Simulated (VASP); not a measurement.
# Hf (P6_3/mmc) in VASP: a series of runs

The runs below take Hf through single point, relaxation of cell and atoms, with PBEsol, PBE, BLYP+D4, RPBE+D3(BJ).

Program: VASP 6.6.1. These are calculated values, not measurements. Logs are shortened: lines on timing, memory, paths and dates and some standing lists are left out, and cuts for length are marked.

### Step 1. The cell of the first run

It takes space group P6_3/mmc (No. 194, hexagonal). Conventional cell: a = 3.160 Å, b = 3.160 Å, c = 4.991 Å, α = 90.00°, β = 90.00°, γ = 120.00°. Within 4.1 Å of Hf (site symmetry -6m2) lie 12 Hf at 3.09 to 3.16 Å.

### Step 2. Single point, PBEsol

The input, INCAR:

```
PREC     = Accurate       # precision mode
ENCUT    = 520            # plane-wave cutoff, eV
EDIFF    = 1E-7           # SCF threshold, eV
ISMEAR   = -1             # smearing method
SIGMA    = 0.05           # smearing width, eV
LREAL    = F              # projectors in reciprocal space
LASPH    = T              # aspherical terms in the spheres
NELM     = 60             # most SCF steps
ALGO     = Normal         # electronic algorithm
ISIF     = 2              # what is computed and relaxed
LWAVE    = F              # write WAVECAR
LCHARG   = T              # write CHGCAR
GGA      = PS             # functional
LELF     = T              # ELF
LVHAR    = T            
NBANDS   = 17             # bands
```

The input, KPOINTS:

```
Automatic mesh
0
Gamma
  10 10 5
```

The input, POSCAR:

```
Hf
1.0
    3.1595900903      0.0000000000      0.0000000000
   -1.5797950452      2.7362852838      0.0000000000
    0.0000000000      0.0000000000      4.9910940966
Hf
2
Direct
    0.6666666667      0.3333333333      0.7500000000
    0.3333333333      0.6666666667      0.2500000000
```

Potentials or basis: VASP PAW PBE potentials, release 64 (Hf_pv).

Started as:

```console
$ cat potpaw_PBE.64/Hf_pv/POTCAR > POTCAR
$ mpirun -np 1 vasp_std > vasp.out
```

OUTCAR:

```text
PREC = Accurate
   ENCUT = 520
   EDIFF = 1E-7
   ISMEAR = -1
   LREAL = F
   LASPH = T
   NELM = 60
   ISIF = 2
   GGA = PS

 ion  position               nearest neighbor table
   1  0.667  0.333  0.750-   2 3.09   2 3.09   2 3.09   2 3.09   2 3.09   2 3.09
   2  0.333  0.667  0.250-   1 3.09   1 3.09   1 3.09   1 3.09   1 3.09   1 3.09

  LATTYP: Found a hexagonal cell.
 ALAT       =     3.1595900903
 C/A-ratio  =     1.5796650686

  Lattice vectors:

 A1 = (   3.1595900903,   0.0000000000,   0.0000000000)
 A2 = (  -1.5797950452,   2.7362852838,   0.0000000000)
 A3 = (   0.0000000000,   0.0000000000,   4.9910940966)

Analysis of symmetry for initial positions (statically):
=====================================================================
 Subroutine PRICEL returns:
 Original cell was already a primitive cell.

 Routine SETGRP: Setting up the symmetry group for a
 hexagonal supercell.

 Subroutine GETGRP returns: Found 24 space group operations
 (whereof 12 operations were pure point group operations)
 out of a pool of 24 trial point group operations.

The static configuration has the point symmetry D_3d.
 The point group associated with its full space group is D_6h.

Analysis of symmetry for dynamics (positions and initial velocities):
=====================================================================
 Subroutine PRICEL returns:
 Original cell was already a primitive cell.

 Routine SETGRP: Setting up the symmetry group for a
 hexagonal supercell.

 Subroutine GETGRP returns: Found 24 space group operations
 (whereof 12 operations were pure point group operations)
 out of a pool of 24 trial point group operations.

The dynamic configuration has the point symmetry D_3d.
 The point group associated with its full space group is D_6h.

 Subroutine INISYM returns: Found 24 space group operations
 (whereof 12 operations are pure point group operations),
 and found     1 'primitive' translations

----------------------------------------------------------------------------------------

                                     Primitive cell

  volume of cell :      43.1507

  direct lattice vectors                    reciprocal lattice vectors
     3.159590090  0.000000000  0.000000000     0.316496752  0.182729485  0.000000000
    -1.579795045  2.736285284  0.000000000     0.000000000  0.365458969  0.000000000
     0.000000000  0.000000000  4.991094097     0.000000000  0.000000000  0.200356872
[... 76 lines left out ...]
   ISTART =      0    job   : 0-new  1-cont  2-samecut
   ICHARG =      2    charge: 1-file 2-atom 10-const
   ISPIN  =      1    spin polarized calculation?
   LNONCOLLINEAR =      F non collinear calculations
   LSORBIT =      F    spin-orbit coupling
   LASPH  =      T    aspherical Exc in radial PAW
   ENCUT  =  520.0 eV  38.22 Ry    6.18 a.u.   5.87  5.87  9.28*2*pi/ulx,y,z
   NELM   =     60;   NELMIN=  2; NELMDL= -5     # of ELM steps
   EDIFF  = 0.1E-06   stopping-criterion for ELM
   LREAL  =      F    real-space projection
   EDIFFG = 0.1E-05   stopping-criterion for IOM
   NSW    =      0    number of steps for IOM
   IBRION =     -1    ionic relax: 0-MD 1-quasi-New 2-CG
   NFREE  =      0    steps in history (QN), initial steepest desc. (CG)
   ISIF   =      2    stress and relaxation
   ISYM   =      2    0-nonsym 1-usesym 2-fastsym
   POTIM  = 0.5000    time-step for ionic-motion
   TEBEG  =    0.0;   TEEND  =   0.0 temperature during run
   PSTRESS=    0.0 pullay stress
   NELECT =      20.0000    total number of electrons
   NUPDOWN=      -1.0000    fix difference up-down
   EMIN   =  10.00;   EMAX   =-10.00  energy-range for DOS
   EFERMI =   0.00;   METHOD = LEGACY
   ISMEAR =    -1;   SIGMA  =   0.05  broadening in eV -4-tet -1-fermi 0-gaus
   EFERMI_NEDOS =   21; number of points for ismear=-14 and -15
   IALGO  =     38    algorithm
   IMIX   =      4    mixing-type and parameters
     AMIX     =   0.40;   BMIX     =  1.00
     AMIX_MAG =   1.60;   BMIX_MAG =  1.00
  volume/ion in A,a.u.               =      21.58       145.60
  Fermi-wavevector in a.u.,A,eV,Ry     =   1.266939  2.394167 21.839163  1.605133
  Thomas-Fermi vector in A             =   2.400113
   LORBIT       =      0    0 simple, 1 ext, 2 COOP (PROOUT), +10 PAW based schemes
   GGA     = PS    functional components
   LHFCALC =     F    Hartree Fock is set to
   AEXX    =    0.0000 exact exchange contribution
   IVDW    =     0    specifies the selected vdW correction
   LEPSILON=     F    determine dielectric tensor
   LRPA    =     F    only Hartree local field effects (RPA)
 non-spin polarized calculation
  energy-cutoff  :      520.00
  volume of cell :       43.15
 maximum number of plane-waves:      1184
 NGX is ok and might be reduce to    24
   NGX = 11   NGY = 11   NGZ = 19

 number of electron      19.9999996 magnetization

 Free energy of the ion-electron system (eV)
  ---------------------------------------------------
  ext. energy  EPLUGINS =         0.00000000
  ---------------------------------------------------
  free energy    TOTEN  =       -21.01372591 eV

  energy without entropy =      -21.00433894  energy(sigma->0) =      -21.00903242

 E-fermi :   4.9880     XC(G=0): -11.5578

 val. band max:        4.9518282918   @ k =   0.1000   0.1000   0.2000
 cond. band min:       4.9945901316   @ k =   0.0000   0.0000   0.4000
 fundamental gap:      0.0427618397
 Fermi energy:         4.9880171934

 k-point     1 :       0.0000    0.0000    0.0000
  band No.  band energies     occupation
      1     -25.9988      2.00000
      2     -25.1534      2.00000
      3     -25.1534      2.00000
      4     -25.0100      2.00000
      5     -25.0078      2.00000
      6     -25.0078      2.00000
[... 457 lines left out ...]
      4     -25.3449      2.00000
      5     -25.2349      2.00000
      6     -25.1550      2.00000
[... 9 lines left out ...]
     16      11.1864      0.00000
     17      12.0524      0.00000

 [... further k-points ...]
[... 5 lines left out ...]
  --------------------------------------------------------------------------------------
  -------------------------------------------------------------------------------------
  Total       -0.0989470     -0.0989470     -0.1246940      0.0000000      0.0000000     -0.0000000
  in kB       -3.6738834     -3.6738834     -4.6298651      0.0000000      0.0000000     -0.0000000
  external PRESSURE =      -3.9925439 kB  Pullay stress =       0.0000000 kB

 VOLUME and BASIS-vectors are now :
 -----------------------------------------------------------------------------
  energy-cutoff  :      520.00
  volume of cell :       43.15
      direct lattice vectors                 reciprocal lattice vectors
     3.159590090  0.000000000  0.000000000     0.316496752  0.182729485  0.000000000
    -1.579795045  2.736285284  0.000000000     0.000000000  0.365458969  0.000000000
     0.000000000  0.000000000  4.991094097     0.000000000  0.000000000  0.200356872

 POSITION                                       TOTAL-FORCE (eV/Angst)
 -----------------------------------------------------------------------------------
      1.57980      0.91210      3.74332         0.000000      0.000000      0.000000
     -0.00000      1.82419      1.24777        -0.000000      0.000000      0.000000
 -----------------------------------------------------------------------------------
    total drift:                               -0.000000      0.000000     -0.000000

  FREE ENERGIE OF THE ION-ELECTRON SYSTEM (eV)
  ---------------------------------------------------
  free  energy   TOTEN  =       -21.0137259126 eV

  energy  without entropy=      -21.0043389360  energy(sigma->0) =      -21.00903242
```

OSZICAR:

```text
N       E                     dE             d eps       ncg     rms          rms(c)
DAV:   1     0.472179441789E+02    0.47218E+02   -0.11338E+04  1428   0.112E+03
DAV:   2    -0.199493573077E+02   -0.67167E+02   -0.65480E+02  1848   0.246E+02
DAV:   3    -0.217499496673E+02   -0.18006E+01   -0.17869E+01  1858   0.268E+01
DAV:   4    -0.217636954199E+02   -0.13746E-01   -0.13739E-01  1778   0.282E+00
DAV:   5    -0.217638266015E+02   -0.13118E-03   -0.13116E-03  1830   0.244E-01    0.666E+01
DAV:   6    -0.212168345769E+02    0.54699E+00   -0.48772E-01  1691   0.441E+00    0.394E+01
DAV:   7    -0.210238636138E+02    0.19297E+00   -0.80819E-01  1765   0.545E+00    0.190E+00
DAV:   8    -0.210136291193E+02    0.10234E-01   -0.50262E-02  1688   0.147E+00    0.278E-01
DAV:   9    -0.210137346122E+02   -0.10549E-03   -0.11331E-03  1898   0.234E-01    0.181E-01
DAV:  10    -0.210137243780E+02    0.10234E-04   -0.45483E-05  1683   0.459E-02    0.172E-01
DAV:  11    -0.210137258404E+02   -0.14624E-05   -0.38026E-06  1918   0.132E-02    0.140E-02
DAV:  12    -0.210137259477E+02   -0.10734E-06   -0.37028E-07  1660   0.397E-03    0.299E-03
DAV:  13    -0.210137259126E+02    0.35158E-07   -0.10445E-08   978   0.768E-04
   1 F= -.21013726E+02 E0= -.21009032E+02  d E =-.938698E-02
```

Wall time 18 s (1 thread of Intel Xeon Platinum 8488C (Sapphire Rapids), shared host); peak memory 0.16 GiB.

What came out:

```yaml
Free_energy: -21.0137 eV
Pressure: -0.4 GPa
Band_gap_on_the_k_mesh: zero (band 10 reaches 6.18 eV, above the bottom of band 11 at 4.67 eV)
```

Levels at points of the mesh, in eV from the Fermi level:
| k point | band 6 | band 7 | band 8 | band 9 | band 10 | band 11 | band 12 | band 13 | band 14 | band 15 |
| --- | --- | --- | --- | --- | --- | --- | --- | --- | --- | --- |
| (0.00, 0.00, 0.00) | -30.00 | -7.49 | -3.80 | 0.84 | 1.20 | 1.20 | 1.51 | 2.06 | 2.06 | 2.70 |
| (0.50, 0.00, 0.00) | -30.10 | -3.40 | -2.86 | -2.32 | -0.71 | 0.78 | 0.95 | 1.77 | 6.14 | 6.69 |

Caveat: the PAW data sets were made with another functional, which shifts forces and pressure a little; spin-orbit coupling is left out, which moves the levels of the heavy elements.

### Step 3. Single point, PBE

This run uses another cell than the first one, of 22.38 Å³/atom, 1.037 times its volume.

The input, INCAR:

```
SYSTEM = Hf
ALGO = Normal
EDIFF = 1E-6
ENCUT = 520
GGA = PE
ISIF = 2
ISMEAR = 0
LASPH = .True.
LCHARG = .True.
LELF = .True.
LREAL = .False.
LVHAR = .True.
LWAVE = .False.
NBANDS = 17
NELM = 80
PREC = Accurate
SIGMA = 0.015
```

The input, KPOINTS:

```
k-points
0
Gamma
  10 10 5
  0 0 0
```

The input, POSCAR:

```
Hf
1.0
    3.1967000000      0.0000000000      0.0000000000
   -1.5983500000      2.7684234083      0.0000000000
    0.0000000000      0.0000000000      5.0578000000
Hf
2
Direct
    0.6666666667      0.3333333333      0.7500000000
    0.3333333333      0.6666666667      0.2500000000
```

Potentials or basis: VASP PAW PBE potentials, release 64 (Hf_pv).

Started as:

```console
$ cat potpaw_PBE.64/Hf_pv/POTCAR > POTCAR
$ mpirun -np 1 vasp_std > vasp.out
```

Run time: 20 s. Hardware: 1 thread of Intel Xeon Platinum 8488C (Sapphire Rapids), shared host; peak memory 0.17 GiB.

The run converged. Its results:

```yaml
Free_energy: -19.8495 eV
Pressure: 0.2 GPa
Band_gap_on_the_k_mesh: zero (band 10 reaches 6.10 eV, above the bottom of band 11 at 4.60 eV)
```

Stress tensor (GPa, compression positive):
```
0.30 0.00 0.00
0.00 0.30 0.00
0.00 0.00 0.00
```

Levels at points of the mesh, in eV from the Fermi level:
```csv
k point,band 7,band 8,band 9,band 10,band 11,band 12,band 13,band 14
"(0.00, 0.00, 0.00)",-7.36,-3.69,0.66,1.20,1.20,1.48,2.02,2.02
"(0.50, 0.00, 0.00)",-3.33,-2.73,-2.21,-0.78,0.81,0.89,1.70,5.91
```

Caveat: spin-orbit coupling is left out, which moves the levels of the heavy elements.

### Step 4. Single point, BLYP+D4

This run uses another cell than the first one, of 22.52 Å³/atom, 1.044 times its volume.

The input, INCAR:

```
SYSTEM = Hf
PREC     = Accurate       ! precision mode
ENCUT    = 520            ! plane-wave cutoff, eV
EDIFF    = 1E-7           ! SCF threshold, eV
ISMEAR   = -1             ! smearing method
SIGMA    = 0.05           ! smearing width, eV
LREAL    = .False.        ! projectors in reciprocal space
LASPH    = .True.         ! aspherical terms in the spheres
NELM     = 60             ! most SCF steps
ALGO     = Normal         ! electronic algorithm
ISIF     = 2              ! what is computed and relaxed
LWAVE    = .False.        ! write WAVECAR
LCHARG   = .True.         ! write CHGCAR
GGA      = B5             ! functional
ALDAX    = 1.0          
AGGAX    = 1.0          
AGGAC    = 1.0          
ALDAC    = 0.0          
IVDW     = 13             ! dispersion correction
VDW_S6   = 1.0          
VDW_S8   = 2.34076671   
VDW_A1   = 0.44488865   
VDW_A2   = 4.0933009    
LELF     = .True.         ! ELF
LVHAR    = .True.       
NBANDS   = 17             ! bands
```

The input, KPOINTS:

```
Automatic mesh
0
Gamma
  10 10 5
  0 0 0
```

The input, POSCAR:

```
Hf
1.0
    3.2049362541      0.0000000000      0.0000000000
   -1.6024681271      2.7755562136      0.0000000000
    0.0000000000      0.0000000000      5.0622520413
Hf
2
Direct
    0.6666666667      0.3333333333      0.7500000000
    0.3333333333      0.6666666667      0.2500000000
```

Started as:

```console
$ cat potpaw_PBE.64/Hf_pv/POTCAR > POTCAR
$ mpirun -np 1 vasp_std > vasp.out
```

Wall time 27 s (1 thread of Intel Xeon Platinum 8488C (Sapphire Rapids), shared host); peak memory 0.16 GiB.

Results (log left out):

```yaml
Free_energy: -17.9862 eV
Pressure: 0.0 GPa
Band_gap_on_the_k_mesh: zero (band 10 reaches 6.47 eV, above the bottom of band 11 at 5.06 eV)
Dispersion_energy_per_atom: -0.374 eV
```

Stress tensor (GPa, compression positive):
```
 0.01  0.00  0.00
 0.00  0.01  0.00
 0.00  0.00 -0.08
```

Levels at points of the mesh, in eV from the Fermi level:
```
           k point  band 7  band 8  band 9  band 10  band 11  band 12  band 13  band 14
(0.00, 0.00, 0.00)   -7.20   -3.64    0.88     1.10     1.10     1.39     1.90     1.90
(0.50, 0.00, 0.00)   -3.27   -2.70   -2.17    -0.66     0.72     0.90     1.68     5.68
```

Caveat: the PAW data sets were made with another functional, which shifts forces and pressure a little; spin-orbit coupling is left out, which moves the levels of the heavy elements; pairwise dispersion overbinds metals, which lowers pressure and volume.

### Step 5. Relaxation of cell and atoms, RPBE+D3(BJ)

This run uses another cell than the first one, of 22.38 Å³/atom, 1.037 times its volume.

The input, INCAR:

```
ALGO = Normal
EDIFF = 1E-7
EDIFFG = -0.02
ENCUT = 600
GGA = RP
IBRION = 2
ISIF = 3
ISMEAR = -1
IVDW = 12
LASPH = True
LCHARG = False
LREAL = False
LWAVE = False
NELM = 80
NSW = 80
PREC = Accurate
SIGMA = 0.05
```

The input, KPOINTS:

```
k-points
0
Gamma
  10 10 5
```

The input, POSCAR:

```
Hf
1.0
    3.1967000000      0.0000000000      0.0000000000
   -1.5983500000      2.7684234083      0.0000000000
    0.0000000000      0.0000000000      5.0578000000
Hf
2
Direct
    0.6666666667      0.3333333333      0.7500000000
    0.3333333333      0.6666666667      0.2500000000
```

Started as:

```console
$ cat potpaw_PBE.64/Hf_pv/POTCAR > POTCAR
$ mpirun -np 1 vasp_std > vasp.out
```

Run time: 1.9 min. Hardware: 1 thread of Intel Xeon Platinum 8488C (Sapphire Rapids), shared host; peak memory 0.21 GiB.

It converged, with:

```
Free energy                            : -26.7298 eV
Relaxed volume                         : 18.02 Å³/atom
Relaxed cell                           : a = 2.963 Å, b = 2.963 Å, c = 4.740 Å, α = 90.00°, β = 90.00°, γ = 120.00°
Space group after relaxing (to 0.05 Å) : P6_3/mmc (No. 194)
Energy gained by relaxing              : 386.4 meV/atom
Ionic steps                            : 7
Pressure after relaxing                : 0.2 GPa
Band gap on the k mesh                 : zero (band 10 reaches 7.86 eV, above the bottom of band 11 at 6.25 eV)
Dispersion energy per atom             : -4.351 eV
```

Step by step:
```csv
step,energy change (eV),largest force (eV/Å),pressure (GPa),volume (Å³)
1,0.0000,0.0000,-24.60,44.76
2,1.3186,0.0000,83.40,25.98
3,-0.7653,0.0000,-2.75,36.75
4,-0.7708,0.0000,-0.49,36.21
5,-0.7709,0.0000,0.20,36.06
6,-0.7727,0.0000,0.14,36.04
7,-0.7727,0.0000,0.15,36.04
```

Final structure:
```xyz
2
Lattice="2.9629 0.0000 0.0000 -1.4814 2.5659 0.0000 0.0000 0.0000 4.7405" Properties=species:S:1:pos:R:3 pbc="T T T"
Hf    1.4814    0.8553    3.5554
Hf    0.0000    1.7106    1.1851
```

Levels at points of the mesh, in eV from the Fermi level:
```tsv
k point	band 6	band 7	band 8	band 9	band 10	band 11	band 12	band 13	band 14
(0.00, 0.00, 0.00)	-29.44	-8.06	-4.46	1.23	1.23	1.44	1.51	2.28	2.28
(0.50, 0.00, 0.00)	-29.62	-3.71	-3.67	-3.02	-0.23	0.80	1.13	2.09	7.56
```

Caveat: the volume moved by over 15 % at a fixed basis, so the end points are rough; the PAW data sets were made with another functional, which shifts forces and pressure a little; spin-orbit coupling is left out, which moves the levels of the heavy elements; the volume moved by -19 % from the deposited cell, more than functionals usually miss; pairwise dispersion overbinds metals, which lowers pressure and volume.

### Step 6. Summary

| task | level | cell | cutoff (eV) | smearing | gap on the mesh (eV) | pressure (GPa) |
| --- | --- | --- | --- | --- | --- | --- |
| single point | PBEsol | a = 3.160, b = 3.160, c = 4.991 Å, angles 90.0, 90.0, 120.0°, 2 atoms | 520 | fermi-dirac 0.05 eV | none | -0.4 |
| single point | PBE | a = 3.197, b = 3.197, c = 5.058 Å, angles 90.0, 90.0, 120.0°, 2 atoms | 520 | gaussian 0.015 eV | none | 0.2 |
| single point | BLYP+D4 | a = 3.205, b = 3.205, c = 5.062 Å, angles 90.0, 90.0, 120.0°, 2 atoms | 520 | fermi-dirac 0.05 eV | none | 0.0 |
| relaxation of cell and atoms | RPBE+D3(BJ) | relaxed from a = 3.197, b = 3.197, c = 5.058 Å, angles 90.0, 90.0, 120.0°, 2 atoms | 600 | fermi-dirac 0.05 eV | none | 0.2 |

Alike in all rows: potentials or basis VASP PAW PBE potentials, release 64 (Hf_pv); no spin polarisation; k mesh 10 × 10 × 5.

Caveats: spin-orbit coupling is left out, which moves the levels of the heavy elements; the PAW data sets were made with another functional, which shifts forces and pressure a little (some runs); pairwise dispersion overbinds metals, which lowers pressure and volume (some runs); the volume moved by over 15 % at a fixed basis, so the end points are rough (some runs); the volume moved by -19 % from the deposited cell, more than functionals usually miss (some runs).

Absolute energies hang on the potentials; compare differences alone.
